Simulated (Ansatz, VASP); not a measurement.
## SbPt in VASP and in Ansatz

Contents of INCAR:

```
PREC     = Accurate       # precision mode
ENCUT    = 520            # plane-wave cutoff, eV
EDIFF    = 1E-8           # SCF threshold, eV
ISMEAR   = -1             # smearing method
SIGMA    = 0.08           # smearing width, eV
LREAL    = False          # projectors in reciprocal space
LASPH    = True           # aspherical terms in the spheres
NELM     = 60             # most SCF steps
ALGO     = Normal         # electronic algorithm
ISIF     = 2              # what is computed and relaxed
LWAVE    = False          # write WAVECAR
LCHARG   = False          # write CHGCAR
LEFG     = True         
NBANDS   = 23             # bands
```

File KPOINTS:

```
Automatic mesh
0
Gamma
  11 11 8
```

The input POSCAR:

```
SbPt
1.0
    4.1299978706      0.0000000000      0.0000000000
   -2.0649989353      3.5766830735      0.0000000000
    0.0000000000      0.0000000000      5.5814400000
Sb Pt
2 2
Direct
    0.3333333333      0.6666666667      0.2500000000
    0.6666666667      0.3333333333      0.7500000000
    0.0000000000      0.0000000000      0.0000000000
    0.0000000000      0.0000000000      0.5000000000
```

Input for Ansatz:

```yaml
crystal:
  lattice:
    - [4.1299978706, 0.0, 0.0]
    - [-2.0649989353, 3.5766830735, 0.0]
    - [0.0, 0.0, 5.58144]
  atoms:
    - { symbol: Sb, position: [0.3333333333, 0.6666666667, 0.25] }
    - { symbol: Sb, position: [0.6666666667, 0.3333333333, 0.75] }
    - { symbol: Pt, position: [0.0, 0.0, 0.0] }
    - { symbol: Pt, position: [0.0, 0.0, 0.5] }
kpoints:
  mp_grid: { grid: [11, 11, 8] }
scf:
  occupations: { method: fermi_dirac, width: 0.08 }
hamiltonian:
  xc: lda
  pseudopotentials: { kind: all_electron, datasets: crystal }
output:
  forces: true
  stress: true
  eigenvalues: true
  efg: { contact_densities: true }
```

Change from the starting cell: zz strain of +2 %, crystal datasets.

Alike in both runs: task electric field gradients; functional LDA; k mesh 11 × 11 × 8; occupations fermi-dirac, width 0.08 eV; no spin polarisation.

```csv
,VASP,Ansatz
version,VASP 6.6.1,Ansatz 0.2.0
potentials or method,"VASP PAW LDA potentials, release 64 (Sb, Pt), cutoff 520 eV","all-electron PAW with datasets made for the crystal, scalar-relativistic"
```

```csv
,VASP,Ansatz,Ansatz less VASP
pressure (GPa),-2.9,-3.1,-0.19
"traceless stress, the component that is largest in VASP (GPa)",-2.33,-2.46,-0.131
size of Vzz on the site where it differs most (V/Å²),95.0,33.8,-61.20
```

LDA's correlation is that of Perdew and Zunger in VASP and of Perdew and Wang (1992) in Ansatz. Ansatz ran all-electron here, and VASP with PAW potentials.

Neither program's run includes spin-orbit coupling.
